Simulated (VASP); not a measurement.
A run of VASP 6.6.1 is set up as follows.

File INCAR:

```
PREC = Accurate ; ENCUT = 520
EDIFF = 1E-6 ; ISMEAR = 0
SIGMA = 0.05 ; LREAL = F
LASPH = T ; NELM = 100
ALGO = Normal ; ISIF = 2
LWAVE = F ; LCHARG = T
GGA = PS ; LELF = T
LVHAR = T ; NBANDS = 11
```

File KPOINTS:

```
Automatic mesh
0
Gamma
  10 10 10
```

POSCAR

```
AlN
1.0
   -0.1123246293      2.0701487387      2.0701487387
    2.0701487387     -0.1123246293      2.0701487387
    2.0701487387      2.0701487387     -0.1123246293
Al N
1 1
Direct
    0.5000000000      0.5000000000      0.5000000000
    0.0000000000      0.0000000000      0.0000000000
```

Potentials or basis: VASP PAW PBE potentials, release 64 (Al, N).

Run with:

```bash
$ cat potpaw_PBE.64/Al/POTCAR potpaw_PBE.64/N/POTCAR > POTCAR
$ mpirun -np 1 vasp_std > vasp.out
```

Q: What does it give for the band gap on the k mesh?

A: 2.35 eV, indirect (least direct gap 2.89 eV).

Q: What does it give for the pressure?

A: -28.5 GPa.

Stress tensor (GPa, compression positive):
```
-28.47  12.26  12.26
 12.26 -28.47  12.26
 12.26  12.26 -28.47
```

Caveat: the PAW data sets were made with another functional, which shifts forces and pressure a little. A k mesh can miss the band edges.
